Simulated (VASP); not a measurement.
# HfTi2Si2: single point with PBE

The system is HfTi2Si2.

```
Hf Ti Si
1.0
     3.72837    0.00000    0.00000
    -1.86419    3.22887    0.00000
     0.00000    0.00000    7.92745
Hf Ti Si
1 2 2
Direct
  0.66667 0.33333 0.50000
  0.33333 0.66667 0.50000
  0.00000 0.00000 0.00000
  0.66667 0.33333 0.78927
  0.66667 0.33333 0.21073
```

The cell was built from a structure type or drawn by symmetry, and may not be a known phase.

* Program: VASP 6.6.1
* Task: single point
* Functional: PBE
* Potentials or basis: VASP PAW PBE potentials, release 64 (Hf_pv, Ti_sv, Si)
* Cutoff: 520 eV
* k mesh: 6 × 6 × 2
* Occupations: gaussian, width 0.1 eV
* Spin: no spin polarisation

```yaml
Pressure: 18.6 GPa
Largest_force: 3.378 eV/Å
Band_gap_on_the_k_mesh: zero (bands 21 and 22 overlap by 0.78 eV)
```

Forces on the atoms (eV/Å):
```
Hf   0.000  0.000  0.000
Ti   0.000  0.000  0.000
Ti   0.000  0.000  0.000
Si   0.000  0.000  3.378
Si   0.000  0.000 -3.378
```

Levels at points of the mesh, in eV from the Fermi level:
```tsv
k point	band 18	band 19	band 20	band 21	band 22	band 23	band 24	band 25
(0.00, 0.00, 0.00)	-0.36	-0.36	0.37	0.37	0.37	0.92	1.20	1.20
(0.50, 0.00, 0.00)	-2.20	-0.76	-0.03	-0.02	0.24	0.57	0.66	1.04
(0.00, 0.00, 0.50)	-1.15	-0.03	-0.03	0.24	0.24	1.26	1.29	1.29
(0.50, 0.00, 0.50)	-1.82	-1.40	-0.80	-0.55	-0.07	0.51	1.05	1.21
```

It took 39 s on 1 thread of Intel(R) Xeon(R) 6975P-C (Granite Rapids) (shared host), peak memory 0.22 GiB.

Caveat: the k points lie up to 0.40 Å⁻¹ apart, too coarse for converged energies and pressures of a metal; spin-orbit coupling is left out, which moves the levels of the heavy elements; forces of over 1 eV/Å act on the atoms, so gaps and moduli don't describe the material at rest.
